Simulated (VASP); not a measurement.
Write the native input for VASP 6.6.1 that does the following.

```yaml
Task: single point
Functional: PBE
Potentials_or_basis: VASP PAW PBE potentials, release 64 (Mg)
Cutoff: 520 eV
k_mesh: 18 × 18 × 18
Occupations: gaussian, width 0.15 eV
Spin: no spin polarisation
Dipole_correction: no
Further_INCAR_settings: ALGO = Normal; EDIFF = 1e-06; NBANDS = 7
```

The structure of Mg lies in POSCAR:

```
Mg
1.0
   -1.7927500000      1.7927500000      1.7730500000
    1.7927500000     -1.7927500000      1.7730500000
    1.7927500000      1.7927500000     -1.7730500000
Mg
1
Direct
    0.0000000000      0.0000000000      0.0000000000
```

One way to write it, as run:

INCAR

```
PREC     = Accurate       # precision mode
ENCUT    = 520            # plane-wave cutoff, eV
EDIFF    = 1E-6           # SCF threshold, eV
ISMEAR   = 0              # smearing method
SIGMA    = 0.15           # smearing width, eV
LREAL    = F              # projectors in reciprocal space
LASPH    = T              # aspherical terms in the spheres
NELM     = 60             # most SCF steps
ALGO     = Normal         # electronic algorithm
ISIF     = 2              # what is computed and relaxed
LWAVE    = F              # write WAVECAR
LCHARG   = F              # write CHGCAR
GGA      = PE             # functional
NBANDS   = 7              # bands
```

KPOINTS

```
regular mesh
0
Gamma
  18 18 18
```

Potentials or basis: VASP PAW PBE potentials, release 64 (Mg).

Launch:

```bash
$ cat potpaw_PBE.64/Mg/POTCAR > POTCAR
$ mpirun -np 1 vasp_std > vasp.out
```

It gave:

```json
{
  "Pressure": "0.1 GPa",
  "Band gap on the k mesh": "zero (band 1 reaches 6.48 eV, above the bottom of band 2 at 1.72 eV)"
}
```

It took 13 s on 1 thread of Intel(R) Xeon(R) 6975P-C (Granite Rapids) (shared host), peak memory 0.2 GiB.
